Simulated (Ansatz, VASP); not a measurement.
**KCl in VASP and in Ansatz**

```xyz
2
Lattice="0.0000 3.1465 3.1465 3.1465 0.0000 3.1465 3.1465 3.1465 0.0000" Properties=species:S:1:pos:R:3 pbc="T T T"
K     0.0000    0.0000    0.0000
Cl    3.1465    3.1465    3.1465
```

Alike in both runs: functional LDA; k mesh 7 × 7 × 7; occupations fermi-dirac, width 0.05 eV; no spin polarisation.

|  | VASP | Ansatz |
| --- | --- | --- |
| version | VASP 6.6.1 | Ansatz 0.2.0 |
| potentials or method | VASP PAW LDA potentials, release 64 (K_sv, Cl), cutoff 520 eV | all-electron LAPW, scalar-relativistic |
| task | single point | band structure |

Ansatz gave:

* gap on the k mesh at the Fermi level (eV): 4.74
* least direct gap on the mesh (eV): 4.74
* pressure (GPa): -2.0

**Question.** What did VASP give for the same quantities?

**Answer.** gap on the k mesh at the Fermi level (eV): 4.75; least direct gap on the mesh (eV): 4.75; pressure (GPa): -1.9.

LDA's correlation is that of Perdew and Zunger in VASP and of Perdew and Wang (1992) in Ansatz. Ansatz ran all-electron here, and VASP with PAW potentials.
